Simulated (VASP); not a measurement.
# Bi2Se3 (R-3m) in VASP: single point with PBEsol

Aim: the single point of Bi2Se3 with PBEsol.

All numbers are computed with VASP 6.6.1; they aren't measurements. Logs are shortened: lines on timing, memory, paths and dates and some standing lists are left out, and cuts for length are marked.

## Step 1: The cell of the first run

It takes space group R-3m (No. 166, trigonal). The conventional cell has a = 4.027 Å, b = 4.027 Å, c = 27.189 Å, α = 90.00°, β = 90.00°, γ = 120.00°. Bi (site symmetry 3m) has 6 Se at 2.76 to 2.95 Å within 3.6 Å. Within 4.1 Å of Se (site symmetry -3m) lie 6 Bi at 2.95 Å and 12 Se at 4.03 to 4.04 Å. Within 3.6 Å of Se (site symmetry 3m) lie 3 Bi at 2.76 Å and 3 Se at 3.37 Å.

## Step 2: Single point, PBEsol (strain -0.025 along x and y, -0.050 along z)

The input, INCAR:

```
PREC = Accurate ; ENCUT = 500
EDIFF = 1E-6 ; ISMEAR = 0
SIGMA = 0.03 ; LREAL = F
LASPH = T ; NELM = 120
ALGO = Normal ; ISIF = 2
LWAVE = F ; LCHARG = F
GGA = PS ; NBANDS = 32
GGA_COMPAT = F
```

The input, KPOINTS:

```
Automatic mesh
0
Gamma
  12 12 12
```

The input, POSCAR:

```
Bi2Se3
1.0
    2.0135411877      1.1625185467      9.0629113651
   -2.0135411877      1.1625185467      9.0629113651
    0.0000000000     -2.3250370935      9.0629113651
Bi Se
2 3
Direct
    0.4002583896      0.4002583896      0.4002583896
    0.5997416104      0.5997416104      0.5997416104
    0.0000000000      0.0000000000      0.0000000000
    0.2116390873      0.2116390873      0.2116390873
    0.7883609127      0.7883609127      0.7883609127
```

Potentials or basis: VASP PAW PBE potentials, release 64 (Bi_d, Se).

The run is started by

```bash
cat potpaw_PBE.64/Bi_d/POTCAR potpaw_PBE.64/Se/POTCAR > POTCAR
mpirun -np 1 vasp_std > vasp.out
```

OUTCAR:

```text
PREC = Accurate
   ENCUT = 500
   EDIFF = 1E-6
   ISMEAR = 0
   LREAL = F
   LASPH = T
   NELM = 120
   ISIF = 2
   GGA = PS

 ion  position               nearest neighbor table
   1  0.400  0.400  0.400-   5 2.76   5 2.76   5 2.76   3 2.95   3 2.95   3 2.95
   2  0.600  0.600  0.600-   4 2.76   4 2.76   4 2.76   3 2.95   3 2.95   3 2.95
   3  0.000  0.000  0.000-   2 2.95   1 2.95   2 2.95   2 2.95   1 2.95   1 2.95
   4  0.212  0.212  0.212-   2 2.76   2 2.76   2 2.76
   5  0.788  0.788  0.788-   1 2.76   1 2.76   1 2.76

  LATTYP: Found a trigonal (rhomboedric) cell.
 ALAT       =     9.3563967369
 COS(alpha) =     0.9073738158

  Lattice vectors:

 A1 = (   2.0135411877,   1.1625185467,   9.0629113651)
 A2 = (  -2.0135411877,   1.1625185467,   9.0629113651)
 A3 = (   0.0000000000,  -2.3250370935,   9.0629113651)

Analysis of symmetry for initial positions (statically):
=====================================================================
 Subroutine PRICEL returns:
 Original cell was already a primitive cell.

 Routine SETGRP: Setting up the symmetry group for a
 trigonal (rhombohedral) supercell.

 Subroutine GETGRP returns: Found 12 space group operations
 (whereof 12 operations were pure point group operations)
 out of a pool of 12 trial point group operations.

The static configuration has the point symmetry D_3d.

Analysis of symmetry for dynamics (positions and initial velocities):
=====================================================================
 Subroutine PRICEL returns:
 Original cell was already a primitive cell.

 Routine SETGRP: Setting up the symmetry group for a
 trigonal (rhombohedral) supercell.

 Subroutine GETGRP returns: Found 12 space group operations
 (whereof 12 operations were pure point group operations)
 out of a pool of 12 trial point group operations.

The dynamic configuration has the point symmetry D_3d.

 Subroutine INISYM returns: Found 12 space group operations
 (whereof 12 operations are pure point group operations),
 and found     1 'primitive' translations

----------------------------------------------------------------------------------------

                                     Primitive cell

  volume of cell :     127.2856

  direct lattice vectors                    reciprocal lattice vectors
     2.013541188  1.162518547  9.062911365     0.248318735  0.143366888  0.036779940
    -2.013541188  1.162518547  9.062911365    -0.248318735  0.143366888  0.036779940
     0.000000000 -2.325037094  9.062911365     0.000000000 -0.286733777  0.036779940

  length of vectors
     9.356396737  9.356396737  9.356396737     0.289083072  0.289083072  0.289083072

  position of ions in fractional coordinates (direct lattice)
     0.400258390  0.400258390  0.400258390
     0.599741610  0.599741610  0.599741610
     0.000000000  0.000000000  0.000000000
     0.211639087  0.211639087  0.211639087
     0.788360913  0.788360913  0.788360913

  ion indices of the primitive-cell ions
   primitive index   ion index
                 1           1
                 2           2
                 3           3
                 4           4
                 5           5

----------------------------------------------------------------------------------------

 KPOINTS: Automatic mesh

Automatic generation of k-mesh.
 Grid dimensions read from file:
 generate k-points for:   12   12   12

 Generating k-lattice:

  Cartesian coordinates                     Fractional coordinates (reciprocal lattice)
     0.020693228  0.011947241  0.003064995     0.083333333  0.000000000 -0.000000000
    -0.020693228  0.011947241  0.003064995     0.000000000  0.083333333 -0.000000000
     0.000000000 -0.023894481  0.003064995    -0.000000000 -0.000000000  0.083333333

  Length of vectors
     0.024090256  0.024090256  0.024090256

  Shift w.r.t. Gamma in fractional coordinates (k-lattice)
     0.000000000  0.000000000  0.000000000

 Subroutine IBZKPT returns following result:
 ===========================================

 Found    189 irreducible k-points:

 Following reciprocal coordinates:
            Coordinates               Weight
  0.000000  0.000000  0.000000      1.000000
  0.083333 -0.000000  0.000000      6.000000
  0.166667  0.000000  0.000000      6.000000
  0.250000  0.000000  0.000000      6.000000
  0.333333 -0.000000  0.000000      6.000000
  0.416667  0.000000  0.000000      6.000000
[... 16 lines left out ...]
  0.500000  0.166667  0.000000     12.000000
 -0.416667  0.166667 -0.000000     12.000000
 [... further k-points ...]
   k-points           NKPTS =    189   k-points in BZ     NKDIM =    189   number of bands    NBANDS=     32
   number of dos      NEDOS =    301   number of ions     NIONS =      5
   total plane-waves  NPLWV = 343000
   dimension x,y,z NGX =    70 NGY =   70 NGZ =   70
   dimension x,y,z NGXF=   140 NGYF=  140 NGZF=  140
   ions per type =               2   3
   NGX,Y,Z   is equivalent  to a cutoff of  12.44, 12.44, 12.44 a.u.
   NGXF,Y,Z  is equivalent  to a cutoff of  24.88, 24.88, 24.88 a.u.
 SYSTEM =  unknown system
   PREC   = accura    normal or accurate (medium, high low for compatibility)
   ISTART =      0    job   : 0-new  1-cont  2-samecut
   ICHARG =      2    charge: 1-file 2-atom 10-const
   ISPIN  =      1    spin polarized calculation?
   LNONCOLLINEAR =      F non collinear calculations
   LSORBIT =      F    spin-orbit coupling
   LASPH  =      T    aspherical Exc in radial PAW
   ENCUT  =  500.0 eV  36.75 Ry    6.06 a.u.  17.06 17.06 17.06*2*pi/ulx,y,z
   NELM   =    120;   NELMIN=  2; NELMDL= -5     # of ELM steps
   EDIFF  = 0.1E-05   stopping-criterion for ELM
   LREAL  =      F    real-space projection
[... 7 lines left out ...]
   TEBEG  =    0.0;   TEEND  =   0.0 temperature during run
   PSTRESS=    0.0 pullay stress
   NELECT =      48.0000    total number of electrons
   NUPDOWN=      -1.0000    fix difference up-down
   EMIN   =  10.00;   EMAX   =-10.00  energy-range for DOS
   EFERMI =   0.00;   METHOD = LEGACY
   ISMEAR =     0;   SIGMA  =   0.03  broadening in eV -4-tet -1-fermi 0-gaus
   EFERMI_NEDOS =   21; number of points for ismear=-14 and -15
   IALGO  =     38    algorithm
   IMIX   =      4    mixing-type and parameters
     AMIX     =   0.40;   BMIX     =  1.00
     AMIX_MAG =   1.60;   BMIX_MAG =  1.00
  volume/ion in A,a.u.               =      25.46       171.79
  Fermi-wavevector in a.u.,A,eV,Ry     =   1.182757  2.235086 19.033375  1.398914
  Thomas-Fermi vector in A             =   2.319005
   LORBIT       =      0    0 simple, 1 ext, 2 COOP (PROOUT), +10 PAW based schemes
   GGA     = PS    functional components
   LHFCALC =     F    Hartree Fock is set to
   AEXX    =    0.0000 exact exchange contribution
   IVDW    =     0    specifies the selected vdW correction
   LEPSILON=     F    determine dielectric tensor
   LRPA    =     F    only Hartree local field effects (RPA)
 non-spin polarized calculation
 Gauss-broadening in eV      SIGMA  =   0.03
  energy-cutoff  :      500.00
  volume of cell :      127.29
 maximum number of plane-waves:      3261
 NGX is ok and might be reduce to    70
   NGX = 35   NGY = 35   NGZ = 35

 number of electron      47.9999997 magnetization

 Free energy of the ion-electron system (eV)
  ---------------------------------------------------
  ext. energy  EPLUGINS =         0.00000000
  ---------------------------------------------------
  free energy    TOTEN  =       -21.71901015 eV

  energy without entropy =      -21.71900547  energy(sigma->0) =      -21.71900781

 E-fermi :   6.1868     XC(G=0): -10.1816

 val. band max:        6.1509252510   @ k =   0.0000   0.0000   0.0000
 cond. band min:       6.2227402673   @ k =   0.0000   0.0000   0.0000
 fundamental gap:      0.0718150163
 Fermi energy:         6.1868327653

 k-point     1 :       0.0000    0.0000    0.0000
  band No.  band energies     occupation
      1     -16.9924      2.00000
      2     -16.9924      2.00000
      3     -16.9878      2.00000
      4     -16.9878      2.00000
      5     -16.9730      2.00000
      6     -16.9691      2.00000
[... 24 lines left out ...]
     31      11.8468      0.00000
     32      12.8444      0.00000

 k-point     2 :       0.0833   -0.0000    0.0000
  band No.  band energies     occupation
      1     -16.9947      2.00000
      2     -16.9904      2.00000
      3     -16.9896      2.00000
      4     -16.9859      2.00000
      5     -16.9715      2.00000
      6     -16.9677      2.00000
[... 24 lines left out ...]
     31      11.6479      0.00000
     32      12.0435      0.00000

 k-point     3 :       0.1667    0.0000    0.0000
  band No.  band energies     occupation
      1     -17.0014      2.00000
      2     -16.9950      2.00000
      3     -16.9854      2.00000
      4     -16.9811      2.00000
      5     -16.9684      2.00000
      6     -16.9644      2.00000
[... 24 lines left out ...]
     31      10.8358      0.00000
     32      11.8271      0.00000

 k-point     4 :       0.2500    0.0000    0.0000
  band No.  band energies     occupation
      1     -17.0113      2.00000
      2     -17.0028      2.00000
      3     -16.9809      2.00000
      4     -16.9761      2.00000
      5     -16.9701      2.00000
      6     -16.9617      2.00000
[... 24 lines left out ...]
     31      10.7449      0.00000
     32      12.0871      0.00000

 k-point     5 :       0.3333   -0.0000    0.0000
  band No.  band energies     occupation
      1     -17.0217      2.00000
      2     -17.0110      2.00000
      3     -16.9793      2.00000
      4     -16.9735      2.00000
      5     -16.9725      2.00000
      6     -16.9649      2.00000
[... 584 lines left out ...]
     31      10.8941      0.00000
     32      10.9743      0.00000

 k-point    22 :       0.4167    0.1667   -0.0000
  band No.  band energies     occupation
      1     -17.0167      2.00000
      2     -17.0087      2.00000
      3     -16.9845      2.00000
      4     -16.9775      2.00000
      5     -16.9676      2.00000
      6     -16.9621      2.00000
[... 24 lines left out ...]
     31      11.1803      0.00000
     32      11.6060      0.00000

 k-point    23 :       0.5000    0.1667    0.0000
  band No.  band energies     occupation
      1     -17.0216      2.00000
      2     -17.0118      2.00000
      3     -16.9868      2.00000
      4     -16.9764      2.00000
      5     -16.9694      2.00000
      6     -16.9623      2.00000
[... 24 lines left out ...]
     31      11.2459      0.00000
     32      11.8733      0.00000

 k-point    24 :      -0.4167    0.1667   -0.0000
  band No.  band energies     occupation
      1     -17.0235      2.00000
      2     -17.0129      2.00000
      3     -16.9877      2.00000
      4     -16.9761      2.00000
      5     -16.9701      2.00000
      6     -16.9627      2.00000
[... 24 lines left out ...]
     31      10.9685      0.00000
     32      11.9731      0.00000

 [... further k-points ...]
[... 5 lines left out ...]
  --------------------------------------------------------------------------------------
  -------------------------------------------------------------------------------------
  Total        6.3287554      6.3287554      6.9946559      0.0000000     -0.0000000      0.0000000
  in kB       79.6616874     79.6616874     88.0435502      0.0000000     -0.0000000      0.0000000
  external PRESSURE =      82.4556417 kB  Pullay stress =       0.0000000 kB

 VOLUME and BASIS-vectors are now :
 -----------------------------------------------------------------------------
  energy-cutoff  :      500.00
  volume of cell :      127.29
      direct lattice vectors                 reciprocal lattice vectors
     2.013541188  1.162518547  9.062911365     0.248318735  0.143366888  0.036779940
    -2.013541188  1.162518547  9.062911365    -0.248318735  0.143366888  0.036779940
     0.000000000 -2.325037094  9.062911365     0.000000000 -0.286733777  0.036779940

 POSITION                                       TOTAL-FORCE (eV/Angst)
 -----------------------------------------------------------------------------------
      0.00000     -0.00000     10.88252         0.000000      0.000000     -0.286601
      0.00000     -0.00000     16.30622         0.000000     -0.000000      0.286601
      0.00000      0.00000      0.00000         0.000000     -0.000000     -0.000000
      0.00000     -0.00000      5.75420         0.000000      0.000000     -0.949962
      0.00000     -0.00000     21.43454         0.000000     -0.000000      0.949962
 -----------------------------------------------------------------------------------
    total drift:                                0.000000      0.000000      0.000000

  FREE ENERGIE OF THE ION-ELECTRON SYSTEM (eV)
  ---------------------------------------------------
  free  energy   TOTEN  =       -21.7190101504 eV

  energy  without entropy=      -21.7190054746  energy(sigma->0) =      -21.71900781
```

Wall time 37 min (1 thread of Intel Xeon Platinum 8488C (Sapphire Rapids), shared host); peak memory 1.1 GiB.

What came out:

```
Free energy            : -21.7190 eV
Pressure               : 8.2 GPa
Largest force          : 0.950 eV/Å
Band gap on the k mesh : 0.07 eV
```

Forces on the atoms (eV/Å):
```
Bi   0.000  0.000 -0.287
Bi   0.000  0.000  0.287
Se   0.000  0.000  0.000
Se   0.000  0.000 -0.950
Se   0.000  0.000  0.950
```

Stress tensor (GPa, compression positive):
```
7.97 0.00 0.00
0.00 7.97 0.00
0.00 0.00 8.80
```

Levels at points of the mesh, in eV from the valence-band top:
| k point | band 20 | band 21 | band 22 | band 23 | band 24 | band 25 | band 26 | band 27 | band 28 | band 29 |
| --- | --- | --- | --- | --- | --- | --- | --- | --- | --- | --- |
| (0.00, 0.00, 0.00) | -2.21 | -2.21 | -1.51 | -1.51 | 0.00 | 0.07 | 1.19 | 1.19 | 2.05 | 2.88 |
| (0.50, 0.00, 0.00) | -3.53 | -3.43 | -2.50 | -1.48 | -0.52 | 0.73 | 1.87 | 2.93 | 3.53 | 3.68 |
| (0.50, 0.50, 0.00) | -2.98 | -2.22 | -2.09 | -2.04 | -0.95 | 1.31 | 1.94 | 2.75 | 3.25 | 3.46 |
| (0.50, 0.50, 0.50) | -1.92 | -1.78 | -1.78 | -1.62 | -0.47 | 0.50 | 1.60 | 1.60 | 2.09 | 2.42 |

Caveat: the cell differs from its parent crystal (strain -0.025 along x and y, -0.050 along z); the cell stands under pressure; the PAW data sets were made with another functional, which shifts forces and pressure a little; spin-orbit coupling is left out, which moves the levels of the heavy elements. A k mesh can miss the band edges.
